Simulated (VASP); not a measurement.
Wanted: the native input for a VASP 6.6.1 run.

```yaml
Task: relaxation of cell and atoms
Functional: PBE
Potentials_or_basis: VASP PAW PBE potentials, release 64 (Sn_d, Ge_d, O)
Cutoff: 600 eV
k_mesh: 4 × 4 × 4
Occupations: gaussian, width 0.1 eV
Spin: no spin polarisation
Dipole_correction: no
Further_INCAR_settings: ALGO = Normal; EDIFF = 1e-07; IBRION = 2; EDIFFG = -0.04; NSW = 90; ISIF = 3
```

The structure of Sn3GeO lies in POSCAR:

```
Sn3GeO
1.0
    4.9316535400      0.0000000000      0.0000000000
    0.0000000000      4.9316535400      0.0000000000
    0.0000000000      0.0000000000      4.9316535400
Sn Ge O
3 1 1
Direct
    0.0000000000      0.5000000000      0.5000000000
    0.5000000000      0.0000000000      0.5000000000
    0.5000000000      0.5000000000      0.0000000000
    0.5000000000      0.5000000000      0.5000000000
    0.0000000000      0.0000000000      0.0000000000
```

The cell was generated, and may not be a known phase.

These files were run (other wordings do the same):

INCAR

```
SYSTEM = Sn3GeO
ALGO = Normal
EDIFF = 1E-7
EDIFFG = -0.04
ENCUT = 600
GGA = PE
IBRION = 2
ISIF = 3
ISMEAR = 0
LASPH = .TRUE.
LCHARG = .FALSE.
LREAL = .FALSE.
LWAVE = .FALSE.
NELM = 60
NSW = 90
PREC = Accurate
SIGMA = 0.1
```

KPOINTS

```
k-points
0
G
  4 4 4
  0 0 0
```

Potentials or basis: VASP PAW PBE potentials, release 64 (Sn_d, Ge_d, O).

Launch:

```sh
$ cat potpaw_PBE.64/Sn_d/POTCAR potpaw_PBE.64/Ge_d/POTCAR potpaw_PBE.64/O/POTCAR > POTCAR
$ mpirun -np 1 vasp_std > vasp.out
```

It gave:

* Relaxed volume: 30.77 Å³/atom
* Relaxed cell: a = 5.358 Å, b = 5.358 Å, c = 5.358 Å, α = 90.00°, β = 90.00°, γ = 90.00°
* Space group after relaxing (to 0.1 Å): Pm-3m (No. 221)
* Energy gained by relaxing: 250.3 meV/atom
* Ionic steps: 3
* Pressure after relaxing: 0.0 GPa
* Band gap on the k mesh: zero (bands 31 and 32 overlap by 0.64 eV)

Caveat: the volume moved by over 15 % at a fixed basis, so the end points are rough; spin-orbit coupling is left out, which moves the levels of the heavy elements.

Wall time 2.2 min on 1 thread of Intel(R) Xeon(R) Platinum 8375C CPU @ 2.90GHz (Ice Lake), with other jobs on the host, peak memory 0.27 GiB.
